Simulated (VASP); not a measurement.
A run of VASP 6.6.1 is set up as follows.

File INCAR:

```
  PREC = Accurate
  ENCUT = 520
  EDIFF = 1E-7
  ISMEAR = -1
  SIGMA = 0.05
  LREAL = False
  LASPH = True
  NELM = 100
  ALGO = Normal
  ISIF = 2
  LWAVE = False
  LCHARG = True
  GGA = PE
  LELF = True
  LVHAR = True
  NBANDS = 18
```

KPOINTS

```
regular mesh
0
Gamma
  5 5 5
```

The input POSCAR:

```
ZnCu
1.0
    2.9450000000      0.0000000000      0.0000000000
    0.0000000000      2.9450000000      0.0000000000
    0.0000000000      0.0000000000      2.9450000000
Zn Cu
1 1
Direct
    0.5000000000      0.5000000000      0.5000000000
    0.0000000000      0.0000000000      0.0000000000
```

Potentials or basis: VASP PAW PBE potentials, release 64 (Zn, Cu).

The run is started by

```bash
$ cat potpaw_PBE.64/Zn/POTCAR potpaw_PBE.64/Cu/POTCAR > POTCAR
$ mpirun -np 1 vasp_std > vasp.out
```

Q: What does it give for the pressure?

A: 3.5 GPa.

Caveat: the k points lie up to 0.43 Å⁻¹ apart.
